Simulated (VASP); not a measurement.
Input of a VASP 6.6.1 run:

File INCAR:

```
ALGO = Normal
EDIFF = 1E-6
ENCUT = 520
GGA = PS
GGA_COMPAT = False
ISIF = 2
ISMEAR = -1
LASPH = True
LCHARG = False
LORBIT = 11
LORBMOM = True
LREAL = False
LSORBIT = True
LWAVE = False
MAGMOM = 0 0 0 0 0 0
NBANDS = 30
NELM = 150
PREC = Accurate
SIGMA = 0.01
```

File KPOINTS:

```
k-points
0
Gamma
  8 8 8
```

Contents of POSCAR:

```
InP
1.0
    2.8804965159      2.8804965159      0.0000000000
   -2.8804965159      2.8804965159      0.0000000000
    0.0000000000      2.8804965159      3.0039073683
In P
1 1
Direct
    0.0000000000      0.0000000000      0.0000000000
    0.7500000000      0.2500000000      0.5000000000
```

Potentials or basis: VASP PAW PBE potentials, release 64 (In_d, P).

The run is started by

```console
$ cat potpaw_PBE.64/In_d/POTCAR potpaw_PBE.64/P/POTCAR > POTCAR
$ mpirun -np 1 vasp_ncl > vasp.out
```

Problem. What does it give for the pressure?

Solution. 1.2 GPa.

Problem. Estimate the net moment.

Solution. 0.00 μB per cell.

Moments on the atoms (μB; x, y, z):
```
In  0.00 0.00 0.00
P   0.00 0.00 0.00
```

Caveat: the cell differs from its parent crystal (film at in-plane strain -0.02); the PAW data sets were made with another functional, which shifts forces and pressure a little.
